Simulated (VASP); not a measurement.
A run of VASP 6.6.1 is set up as follows.

The input INCAR:

```
SYSTEM = SiO2
PREC = Accurate ; ENCUT = 520
EDIFF = 1E-6 ; ISMEAR = 0
SIGMA = 0.02 ; LREAL = .False.
LASPH = .True. ; NELM = 80
ALGO = Normal ; ISIF = 2
LWAVE = .False. ; LCHARG = .True.
GGA = RP ; LELF = .True.
LVHAR = .True. ; NBANDS = 25
```

The input KPOINTS:

```
Automatic mesh
0
Gamma
  6 6 8
  0 0 0
```

File POSCAR:

```
SiO2
1.0
    4.2734244954      0.0000000000      0.0000000000
    0.0000000000      4.2734244954      0.0000000000
    0.0000000000      0.0000000000      2.6990254228
Si O
2 4
Direct
    0.0000000000      0.0000000000      0.0000000000
    0.5000000000      0.5000000000      0.5000000000
    0.3077764674      0.3077764674      0.0000000000
    0.1922235326      0.8077764674      0.5000000000
    0.6922235326      0.6922235326      0.0000000000
    0.8077764674      0.1922235326      0.5000000000
```

Potentials or basis: VASP PAW PBE potentials, release 64 (Si, O).

Launch:

```bash
$ cat potpaw_PBE.64/Si/POTCAR potpaw_PBE.64/O/POTCAR > POTCAR
$ mpirun -np 1 vasp_std > vasp.out
```

Q: Estimate the band gap on the k mesh.

A: 4.81 eV.

Q: Predict the largest force.

A: 0.007 eV/Å.

Stress tensor (GPa, compression positive):
```
-0.61  0.00  0.00
 0.00 -0.61  0.00
 0.00  0.00 -0.19
```

Caveat: the PAW data sets were made with another functional, which shifts forces and pressure a little. A k mesh can miss the band edges.
